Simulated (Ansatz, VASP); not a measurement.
## Pt in VASP and in Ansatz

```
Pt
1.0
     0.00000    1.95897    1.95897
     1.95897    0.00000    1.95897
     1.95897    1.95897    0.00000
Pt
1
Direct
  0.00000 0.00000 0.00000
```

Alike in both runs: task single point; functional PBEsol; k mesh 22 × 22 × 22; occupations gaussian, width 0.15 eV; no spin polarisation.

```csv
,VASP,Ansatz
version,VASP 6.6.1,Ansatz 0.2.0
potentials or method,"VASP PAW PBE potentials, release 64 (Pt), cutoff 520 eV","scalar-relativistic, plane waves, PAW"
valence electrons in the cell,10,18
```

|  | VASP | Ansatz | Ansatz less VASP |
| --- | --- | --- | --- |
| gap on the k mesh at the Fermi level (eV) | none | none | - |
| pressure (GPa) | -0.3 | 0.1 | +0.39 |

VASP's potentials were made for PBE, not for PBEsol, and Ansatz warns of the same on its side. A gap of «none» marks a metal or a gap that the smearing closes. VASP's potentials hold 10 valence electrons a cell and Ansatz's 18, so a difference there can come from the potentials and not from the codes.

Neither program's run includes spin-orbit coupling.
